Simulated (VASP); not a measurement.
# Mg4H in VASP: a series of runs

The runs below take Mg4H through relaxation of the atoms, with PBEsol.

Everything below comes from runs of VASP 6.6.1. Logs are shortened: lines on timing, memory, paths and dates and some standing lists are left out, and cuts for length are marked.

### 1 The cell of the first run

The cell holds a slab with vacuum, 5 atoms: a = 3.188 Å, b = 5.108 Å, c = 19.136 Å, α = 90.00°, β = 90.00°, γ = 90.00°.

### 2 Relaxation of the atoms, PBEsol

INCAR

```
PREC = Accurate ; ENCUT = 520
EDIFF = 1E-6 ; ISMEAR = 0
SIGMA = 0.1 ; LREAL = False
LASPH = True ; NELM = 100
ALGO = Normal ; ISIF = 2
LWAVE = False ; LCHARG = False
LDIPOL = True ; IDIPOL = 3
DIPOL = 0.5 0.5 0.317 ; GGA = PS
IBRION = 2 ; NSW = 36
EDIFFG = -0.025
```

KPOINTS

```
regular mesh
0
Gamma
  8 5 1
```

POSCAR

```
Mg4H
1.0
    3.1881999939      0.0000000000      0.0000000000
    0.0000000000      5.1084658709      0.0000000000
    0.0000000000      0.0000000000     19.1358427726
Mg H
4 1
Selective dynamics
Direct
    0.0000000000      0.7500000000      0.2090318178  F F F
    0.5000000000      0.2500000000      0.2571276385  F F F
    0.5000000000      0.7500000000      0.3576109084  F F F
    0.0000000000      0.2500000000      0.3990335238  F F F
    0.0000000000      0.6250000000      0.3633809057  F F T
```

Potentials or basis: VASP PAW PBE potentials, release 64 (Mg, H).

On the command line:

```bash
$ cat potpaw_PBE.64/Mg/POTCAR potpaw_PBE.64/H/POTCAR > POTCAR
$ mpirun -np 1 vasp_std > vasp.out
```

OUTCAR:

```text
PREC = Accurate
   ENCUT = 520
   EDIFF = 1E-6
   ISMEAR = 0
   LREAL = False
   LASPH = True
   NELM = 100
   ISIF = 2
   GGA = PS
   IBRION = 2
   NSW = 36
   EDIFFG = -0.025

 ion  position               nearest neighbor table
   1  0.000  0.750  0.209-   2 3.15   2 3.15   2 3.15   2 3.15   3 3.26   3 3.26
   2  0.500  0.250  0.257-   1 3.15   1 3.15   1 3.15   1 3.15   4 3.15   4 3.15   3 3.20   3 3.20

   3  0.500  0.750  0.358-   5 1.72   5 1.72   4 3.11   4 3.11   4 3.11   4 3.11   2 3.20   2 3.20
                             1 3.26   1 3.26
   4  0.000  0.250  0.399-   5 2.03   3 3.11   3 3.11   3 3.11   3 3.11   2 3.15   2 3.15
   5  0.000  0.625  0.363-   3 1.72   3 1.72   4 2.03

  LATTYP: Found a simple orthorhombic cell.
 ALAT       =     3.1881999939
 B/A-ratio  =     1.6023040840
 C/A-ratio  =     6.0020835610

  Lattice vectors:

 A1 = (   3.1881999939,   0.0000000000,   0.0000000000)
 A2 = (   0.0000000000,   5.1084658709,   0.0000000000)
 A3 = (   0.0000000000,   0.0000000000,  19.1358427726)

Analysis of symmetry for initial positions (statically):
=====================================================================
 Subroutine PRICEL returns:
 Original cell was already a primitive cell.

 Routine SETGRP: Setting up the symmetry group for a
 simple orthorhombic supercell.

 Subroutine GETGRP returns: Found  2 space group operations
 (whereof  2 operations were pure point group operations)
 out of a pool of  8 trial point group operations.

The static configuration has the point symmetry C_1h.

Analysis of symmetry for dynamics (positions and initial velocities):
=====================================================================
 Subroutine PRICEL returns:
 Original cell was already a primitive cell.

 Routine SETGRP: Setting up the symmetry group for a
 simple orthorhombic supercell.

 Subroutine GETGRP returns: Found  2 space group operations
 (whereof  2 operations were pure point group operations)
 out of a pool of  8 trial point group operations.

The dynamic configuration has the point symmetry C_1h.

Analysis of constrained symmetry for selective dynamics:
=====================================================================
 Subroutine PRICEL returns:
 Original cell was already a primitive cell.

 Routine SETGRP: Setting up the symmetry group for a
 simple orthorhombic supercell.

 Subroutine GETGRP returns: Found  2 space group operations
 (whereof  2 operations were pure point group operations)
 out of a pool of  8 trial point group operations.

The constrained configuration has the point symmetry C_1h.

 Subroutine INISYM returns: Found  2 space group operations
 (whereof  2 operations are pure point group operations),
 and found     1 'primitive' translations

----------------------------------------------------------------------------------------

                                     Primitive cell

  volume of cell :     311.6619

  direct lattice vectors                    reciprocal lattice vectors
     3.188199994  0.000000000  0.000000000     0.313656609  0.000000000  0.000000000
     0.000000000  5.108465871  0.000000000     0.000000000  0.195753486  0.000000000
     0.000000000  0.000000000 19.135842773     0.000000000  0.000000000  0.052257954

  length of vectors
     3.188199994  5.108465871 19.135842773     0.313656609  0.195753486  0.052257954

  position of ions in fractional coordinates (direct lattice)
     0.000000000  0.750000000  0.209031818
     0.500000000  0.250000000  0.257127639
     0.500000000  0.750000000  0.357610908
     0.000000000  0.250000000  0.399033524
     0.000000000  0.625000000  0.363380906

  ion indices of the primitive-cell ions
   primitive index   ion index
                 1           1
                 2           2
                 3           3
                 4           4
                 5           5

----------------------------------------------------------------------------------------

 KPOINTS: regular mesh

Automatic generation of k-mesh.
 Grid dimensions read from file:
 generate k-points for:    8    5    1

 Generating k-lattice:

  Cartesian coordinates                     Fractional coordinates (reciprocal lattice)
     0.039207076  0.000000000  0.000000000     0.125000000  0.000000000  0.000000000
     0.000000000  0.039150697  0.000000000     0.000000000  0.200000000  0.000000000
     0.000000000  0.000000000  0.052257954     0.000000000  0.000000000  1.000000000

  Length of vectors
     0.039207076  0.039150697  0.052257954

  Shift w.r.t. Gamma in fractional coordinates (k-lattice)
     0.000000000  0.000000000  0.000000000

 Subroutine IBZKPT returns following result:
 ===========================================

 Found     15 irreducible k-points:

 Following reciprocal coordinates:
            Coordinates               Weight
  0.000000  0.000000  0.000000      1.000000
  0.125000  0.000000  0.000000      2.000000
  0.250000  0.000000  0.000000      2.000000
  0.375000  0.000000  0.000000      2.000000
  0.500000  0.000000  0.000000      1.000000
  0.000000  0.200000  0.000000      2.000000
  0.125000  0.200000  0.000000      4.000000
  0.250000  0.200000  0.000000      4.000000
  0.375000  0.200000  0.000000      4.000000
  0.500000  0.200000  0.000000      2.000000
  0.000000  0.400000  0.000000      2.000000
  0.125000  0.400000  0.000000      4.000000
  0.250000  0.400000  0.000000      4.000000
  0.375000  0.400000  0.000000      4.000000
  0.500000  0.400000  0.000000      2.000000
   k-points           NKPTS =     15   k-points in BZ     NKDIM =     15   number of bands    NBANDS=      8
   number of dos      NEDOS =    301   number of ions     NIONS =      5
   total plane-waves  NPLWV = 138240
   dimension x,y,z NGX =    24 NGY =   40 NGZ =  144
   dimension x,y,z NGXF=    48 NGYF=   80 NGZF=  288
   ions per type =               4   1
   NGX,Y,Z   is equivalent  to a cutoff of  12.51, 13.02, 12.51 a.u.
   NGXF,Y,Z  is equivalent  to a cutoff of  25.03, 26.03, 25.02 a.u.
 SYSTEM =  unknown system
   PREC   = accura    normal or accurate (medium, high low for compatibility)
   ISTART =      0    job   : 0-new  1-cont  2-samecut
   ICHARG =      2    charge: 1-file 2-atom 10-const
   ISPIN  =      1    spin polarized calculation?
   LNONCOLLINEAR =      F non collinear calculations
   LSORBIT =      F    spin-orbit coupling
   LASPH  =      T    aspherical Exc in radial PAW
   ENCUT  =  520.0 eV  38.22 Ry    6.18 a.u.   5.93  9.50 35.58*2*pi/ulx,y,z
   NELM   =    100;   NELMIN=  2; NELMDL= -5     # of ELM steps
   EDIFF  = 0.1E-05   stopping-criterion for ELM
   LREAL  =      F    real-space projection
   EDIFFG = -.3E-01   stopping-criterion for IOM
   NSW    =     36    number of steps for IOM
   IBRION =      2    ionic relax: 0-MD 1-quasi-New 2-CG
   NFREE  =      1    steps in history (QN), initial steepest desc. (CG)
   ISIF   =      2    stress and relaxation
   ISYM   =      2    0-nonsym 1-usesym 2-fastsym
   POTIM  = 0.5000    time-step for ionic-motion
   TEBEG  =    0.0;   TEEND  =   0.0 temperature during run
   PSTRESS=    0.0 pullay stress
   NELECT =       9.0000    total number of electrons
   NUPDOWN=      -1.0000    fix difference up-down
   EMIN   =  10.00;   EMAX   =-10.00  energy-range for DOS
   EFERMI =   0.00;   METHOD = LEGACY
   ISMEAR =     0;   SIGMA  =   0.10  broadening in eV -4-tet -1-fermi 0-gaus
   EFERMI_NEDOS =   21; number of points for ismear=-14 and -15
   IALGO  =     38    algorithm
   IMIX   =      4    mixing-type and parameters
     AMIX     =   0.40;   BMIX     =  1.00
     AMIX_MAG =   1.60;   BMIX_MAG =  1.00
  volume/ion in A,a.u.               =      62.33       420.64
  Fermi-wavevector in a.u.,A,eV,Ry     =   0.502259  0.949132  3.432262  0.252264
  Thomas-Fermi vector in A             =   1.511186
   LORBIT       =      0    0 simple, 1 ext, 2 COOP (PROOUT), +10 PAW based schemes
   GGA     = PS    functional components
   LHFCALC =     F    Hartree Fock is set to
   AEXX    =    0.0000 exact exchange contribution
   IVDW    =     0    specifies the selected vdW correction
   LEPSILON=     F    determine dielectric tensor
   LRPA    =     F    only Hartree local field effects (RPA)
 conjugate gradient relaxation of ions
 non-spin polarized calculation
 Gauss-broadening in eV      SIGMA  =   0.10
  energy-cutoff  :      520.00
  volume of cell :      311.66
 maximum number of plane-waves:      8432
 NGX is ok and might be reduce to    24
   NGX = 11   NGY = 19   NGZ = 71

--------------------------------------- Ionic step        1  -------------------------------------------

 number of electron       9.0000000 magnetization

 Free energy of the ion-electron system (eV)
  ---------------------------------------------------
  ext. energy  EPLUGINS =         0.00000000
  ---------------------------------------------------
  free energy    TOTEN  =        -8.36869544 eV

  energy without entropy =       -8.36216323  energy(sigma->0) =       -8.36542933

------------------------ aborting loop because EDIFF is reached ----------------------------------------

  FORCE on cell =-STRESS in cart. coord.  units (eV):
  Direction    XX          YY          ZZ          XY          YZ          ZX
  --------------------------------------------------------------------------------------
  -------------------------------------------------------------------------------------
  Total        0.7556410      0.0518307      0.2585513      0.0000000      0.4136842      0.0000000
  in kB        3.8845656      0.2664489      1.3291490      0.0000000      2.1266495      0.0000000
  external PRESSURE =       1.8267212 kB  Pullay stress =       0.0000000 kB
[... 176 lines left out ...]
  FREE ENERGIE OF THE ION-ELECTRON SYSTEM (eV)
  ---------------------------------------------------
  free  energy   TOTEN  =        -8.7025153683 eV

  energy  without entropy=       -8.6943244699  energy(sigma->0) =       -8.69841992

 dipolmoment           0.000000      0.000000      0.007896 electrons x Angstroem

--------------------------------------- Ionic step        6  -------------------------------------------

 number of electron       9.0000000 magnetization

------------------------ aborting loop because EDIFF is reached ----------------------------------------

 vacuum level on the upper side and lower side of the slab       (xc-potential included)        -0.214        -0.084

  FORCE on cell =-STRESS in cart. coord.  units (eV):
  Direction    XX          YY          ZZ          XY          YZ          ZX
  --------------------------------------------------------------------------------------
  -------------------------------------------------------------------------------------
  Total       -1.9455365     -0.5991841     -0.6038463      0.0000000      0.3842159      0.0000000
  in kB      -10.0015269     -3.0802588     -3.1042263      0.0000000      1.9751601      0.0000000
  external PRESSURE =      -5.3953373 kB  Pullay stress =       0.0000000 kB
[... 26 lines left out ...]
--------------------------------------- Ionic step        7  -------------------------------------------

 number of electron       9.0000000 magnetization

 dipolmoment           0.000000      0.000000     -0.018405 electrons x Angstroem

 Free energy of the ion-electron system (eV)
  ---------------------------------------------------
  ext. energy  EPLUGINS =         0.00000000
  ---------------------------------------------------
  free energy    TOTEN  =        -8.85291366 eV

  energy without entropy =       -8.84543580  energy(sigma->0) =       -8.84917473

 E-fermi :  -1.7200     XC(G=0):  -3.4431

 val. band max:       -1.7725034449   @ k =   0.2500   0.2000   0.0000
 cond. band min:      -1.5966619678   @ k =   0.2500   0.4000   0.0000
 fundamental gap:      0.1758414771
 Fermi energy:        -1.7199624543

 k-point     1 :       0.0000    0.0000    0.0000
  band No.  band energies     occupation
      1      -8.7935      2.00000
      2      -6.6800      2.00000
      3      -3.9235      2.00000
      4      -2.7953      2.00000
      5      -2.3073      2.00000
      6      -1.1944      0.00000
      7      -0.3811      0.00000
      8      -0.2073      0.00000
[... 144 lines left out ...]
 k-point    15 :       0.5000    0.4000    0.0000
  band No.  band energies     occupation
      1      -6.2993      2.00000
      2      -3.5307      2.00000
      3      -2.9671      2.00000
      4      -2.5711      2.00000
      5      -1.7983      1.73222
      6      -1.2159      0.00000
      7      -0.5157      0.00000
      8      -0.2257      0.00000

------------------------ aborting loop because EDIFF is reached ----------------------------------------

 vacuum level on the upper side and lower side of the slab       (xc-potential included)        -0.108         0.090

  FORCE on cell =-STRESS in cart. coord.  units (eV):
  Direction    XX          YY          ZZ          XY          YZ          ZX
  --------------------------------------------------------------------------------------
  -------------------------------------------------------------------------------------
  Total       -1.8050580     -0.4755420     -0.2714998      0.0000000      0.3594619      0.0000000
  in kB       -9.2793614     -2.4446450     -1.3957140      0.0000000      1.8479056      0.0000000
  external PRESSURE =      -4.3732401 kB  Pullay stress =       0.0000000 kB
[... 20 lines left out ...]
  FREE ENERGIE OF THE ION-ELECTRON SYSTEM (eV)
  ---------------------------------------------------
  free  energy   TOTEN  =        -8.8529136583 eV

  energy  without entropy=       -8.8454358031  energy(sigma->0) =       -8.84917473

 reached required accuracy - stopping structural energy minimisation

 vacuum level on the upper side and lower side of the slab         1.854         2.057
```

Wall time 2.7 min (1 thread of Intel Xeon Platinum 8488C (Sapphire Rapids), shared host); peak memory 0.4 GiB.

Results:

- Free energy: -8.8529 eV
- Energy gained by relaxing: 96.8 meV/atom
- Ionic steps: 7
- Band gap on the k mesh: zero (an odd number of electrons rules out a gap without spin polarisation)

Step by step:
| step | energy change (eV) | largest force on free atoms (eV/Å) | pressure (GPa) |
| --- | --- | --- | --- |
| 1 | 0.0000 | 0.4826 | 0.18 |
| 2 | -0.0116 | 0.5146 | 0.18 |
| 3 | -0.0506 | 0.5978 | 0.16 |
| 4 | -0.1421 | 0.6967 | 0.10 |
| 5 | -0.3338 | 0.6185 | -0.07 |
| 6 | -0.4744 | 0.1727 | -0.54 |
| 7 | -0.4842 | 0.0145 | -0.44 |

Final structure:
```
Mg H
1.0
     3.18820    0.00000    0.00000
     0.00000    5.10847    0.00000
     0.00000    0.00000   19.13584
Mg H
4 1
Direct
  0.00000 0.75000 0.20903
  0.50000 0.25000 0.25713
  0.50000 0.75000 0.35761
  0.00000 0.25000 0.39903
  0.00000 0.62500 0.41298
```

Caveat: the PAW data sets were made with another functional, which shifts forces and pressure a little.

### 3 Relaxation of the atoms, PBEsol

INCAR

```
SYSTEM = Mg4H
PREC = Accurate
ENCUT = 520
EDIFF = 1E-7
ISMEAR = 0
SIGMA = 0.1
LREAL = .FALSE.
LASPH = .TRUE.
NELM = 80
ALGO = Normal
ISIF = 2
LWAVE = .FALSE.
LCHARG = .FALSE.
LDIPOL = .TRUE.
IDIPOL = 3
DIPOL = 0.5 0.5 0.337
GGA = PS
IBRION = 2
NSW = 36
EDIFFG = -0.025
```

KPOINTS

```
regular mesh
0
G
  8 5 1
  0 0 0
```

POSCAR: that of step 2 with these lines changed.

```diff
@@ -13,2 +13,2 @@
     0.0000000000      0.2500000000      0.3990335238  F F F
-    0.0000000000      0.6250000000      0.3633809057  F F T
+    0.3750000000      0.2500000000      0.4635434760  F F T
```

Potentials or basis: VASP PAW PBE potentials, release 64 (Mg, H).

On the command line:

```bash
$ cat potpaw_PBE.64/Mg/POTCAR potpaw_PBE.64/H/POTCAR > POTCAR
$ mpirun -np 1 vasp_std > vasp.out
```

Run time: 83 s. Hardware: 1 thread of Intel Xeon Platinum 8488C (Sapphire Rapids), shared host; peak memory 0.4 GiB.

Results (log left out):

* Free energy: -8.4169 eV
* Energy gained by relaxing: 0.5 meV/atom
* Ionic steps: 3
* Band gap on the k mesh: zero (an odd number of electrons rules out a gap without spin polarisation)

Step by step:
```tsv
step	energy change (eV)	largest force on free atoms (eV/Å)	pressure (GPa)
1	0.0000	0.1541	-0.20
2	-0.0010	0.1192	-0.21
3	-0.0025	0.0166	-0.25
```

Final structure:
```
Mg H
1.0
     3.18820    0.00000    0.00000
     0.00000    5.10847    0.00000
     0.00000    0.00000   19.13584
Mg H
4 1
Direct
  0.00000 0.75000 0.20903
  0.50000 0.25000 0.25713
  0.50000 0.75000 0.35761
  0.00000 0.25000 0.39903
  0.37500 0.25000 0.46510
```

Levels at points of the mesh, in eV from the Fermi level:
```
           k point  band 1  band 2  band 3  band 4  band 5  band 6  band 7  band 8
(0.00, 0.00, 0.00)   -6.25   -4.61   -2.40   -0.81   -0.21    0.47    1.18    1.96
(0.50, 0.00, 0.00)   -3.26   -2.42   -1.88   -0.23    0.56    2.43    2.50    2.75
```

Caveat: the PAW data sets were made with another functional, which shifts forces and pressure a little.

[end of part 1 of 2]

The gap in the log of VASP goes by the Fermi energy; the results here count the filled bands.